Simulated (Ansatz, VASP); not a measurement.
**SnO: VASP beside Ansatz**

File INCAR:

```
SYSTEM = SnO
ALGO = Normal ; EDIFF = 1E-6
ENCUT = 600 ; GGA = PS
GGA_COMPAT = .FALSE. ; ISIF = 2
ISMEAR = 0 ; IVDW = 12
LASPH = .TRUE. ; LCHARG = .TRUE.
LELF = .TRUE. ; LREAL = .FALSE.
LVHAR = .TRUE. ; LWAVE = .FALSE.
NBANDS = 28 ; NELM = 120
PREC = Accurate ; SIGMA = 0.15
```

The input KPOINTS:

```
k-points
0
G
  12 12 10
  0 0 0
```

File POSCAR:

```
SnO
1.0
    3.7703910616      0.0000000000      0.0000000000
    0.0000000000      3.7703910616      0.0000000000
    0.0000000000      0.0000000000      4.5633702865
Sn O
2 2
Direct
    0.0000000000      0.5000000000      0.2532585894
    0.5000000000      0.0000000000      0.7467414106
    0.0093771013      0.0093771013      0.0000000000
    0.5000000000      0.5000000000      0.0000000000
```

Input for Ansatz:

```yaml
crystal:
  lattice:
    - [3.7703910616, 0.0, 0.0]
    - [0.0, 3.7703910616, 0.0]
    - [0.0, 0.0, 4.5633702865]
  atoms:
    - { symbol: Sn, position: [0.0, 0.5, 0.2532585894] }
    - { symbol: Sn, position: [0.5, 0.0, 0.7467414106] }
    - { symbol: O, position: [0.0093771013, 0.0093771013, 0.0] }
    - { symbol: O, position: [0.5, 0.5, 0.0] }
basis:
  ecutwfc: 420
kpoints:
  mp_grid: { grid: [12, 12, 10] }
hamiltonian:
  xc: pbesol
  dispersion: d3bj
scf:
  occupations: { method: gaussian, width: 0.15 }
output:
  forces: true
  stress: true
  eigenvalues: true
```

Alike in both runs: task single point; functional PBEsol; dispersion D3(BJ); k mesh 12 × 12 × 10; occupations gaussian, width 0.15 eV; no spin polarisation.

|  | VASP | Ansatz |
| --- | --- | --- |
| version | VASP 6.6.1 | Ansatz 0.2.0 |
| potentials or method | VASP PAW PBE potentials, release 64 (Sn_d, O), cutoff 600 eV | scalar-relativistic, plane waves, PAW |
| valence electrons in the cell | 40 | 40 |

Ansatz gave:

```
gap on the k mesh at the Fermi level (eV)                     : none
pressure (GPa)                                                : 0.1
traceless stress, the component that is largest in VASP (GPa) : 0.35
rms of the force components (eV/Å)                            : 0.151
```

Question: Which values does VASP return?

Answer: gap on the k mesh at the Fermi level (eV): none; pressure (GPa): 0.3; traceless stress, the component that is largest in VASP (GPa): 0.37; rms of the force components (eV/Å): 0.158.

VASP's potentials were made for PBE, not for PBEsol. Atom by atom the forces differ by 0.034 eV/Å (rms over components). A gap of «none» marks a metal or a gap that the smearing closes.
